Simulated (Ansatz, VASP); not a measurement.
# PbSe: VASP beside Ansatz

```
Pb Se
1.0
     4.96718    0.00000    0.00000
    -2.48359    4.30170    0.00000
     0.00000    0.00000    5.96618
Pb Se
2 2
Direct
  0.33333 0.66667 0.93747
  0.66667 0.33333 0.43747
  0.33333 0.66667 0.43753
  0.66667 0.33333 0.93753
```

Change from the starting cell: hydrostatic strain -4.0%.

Alike in both runs: task single point; functional r2SCAN; k mesh 6 × 6 × 4; no spin polarisation.

|  | VASP | Ansatz |
| --- | --- | --- |
| version | VASP 6.6.1 | Ansatz 0.2.0 |
| potentials or method | VASP PAW PBE potentials, release 64 (Pb_d, Se) | plane waves, PAW |
| plane-wave cutoff (eV) | 520 | 500 |
| occupations | gaussian, width 0.01 eV | fixed |
| valence electrons in the cell | 40 | 60 |

```tsv
	VASP	Ansatz	Ansatz less VASP
gap on the k mesh at the Fermi level (eV)	1.25	1.25	-0.002
pressure (GPa)	6.3	6.3	-0.03
traceless stress, the component that is largest in VASP (GPa)	0.34	0.35	+0.006
```

VASP's potentials were made for PBE, not for r2SCAN. VASP's potentials hold 40 valence electrons a cell and Ansatz's 60, so a difference there can come from the potentials and not from the codes.

Neither program's run includes spin-orbit coupling.
